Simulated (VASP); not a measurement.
A run of VASP 6.6.1 is set up as follows.

INCAR

```
SYSTEM = Br
ALGO     = Normal         ! electronic algorithm
EDIFF    = 1E-7           ! SCF threshold, eV
ENCUT    = 520            ! plane-wave cutoff, eV
GGA      = CA             ! functional
ISIF     = 2              ! what is computed and relaxed
ISMEAR   = 0              ! smearing method
LASPH    = .TRUE.         ! aspherical terms in the spheres
LCHARG   = .TRUE.         ! write CHGCAR
LELF     = .TRUE.         ! ELF
LREAL    = .FALSE.        ! projectors in reciprocal space
LVHAR    = .TRUE.       
LWAVE    = .FALSE.        ! write WAVECAR
NBANDS   = 22             ! bands
NELM     = 60             ! most SCF steps
PREC     = Accurate       ! precision mode
SIGMA    = 0.02           ! smearing width, eV
```

Contents of KPOINTS:

```
k-points
0
G
  8 8 4
  0 0 0
```

POSCAR

```
Br
1.0
    3.4968262690     -2.0736279842      0.0000000000
    3.4968262690      2.0736279842      0.0000000000
    0.0000000000      0.0000000000      8.5752373927
Br
4
Direct
    0.8487824555      0.1512175445      0.1190908492
    0.6512175445      0.3487824555      0.6190908492
    0.1512175445      0.8487824555      0.8809091508
    0.3487824555      0.6512175445      0.3809091508
```

Potentials or basis: VASP PAW LDA potentials, release 64 (Br).

The run is started by

```bash
$ cat potpaw_LDA.64/Br/POTCAR > POTCAR
$ mpirun -np 1 vasp_std > vasp.out
```

(1) Estimate the band gap on the k mesh.

(2) What does it give for the largest force?

(3) Predict the pressure.

## Answers

(1) 1.19 eV (least direct gap 1.25 eV).

(2) 0.056 eV/Å.

(3) -2.1 GPa.
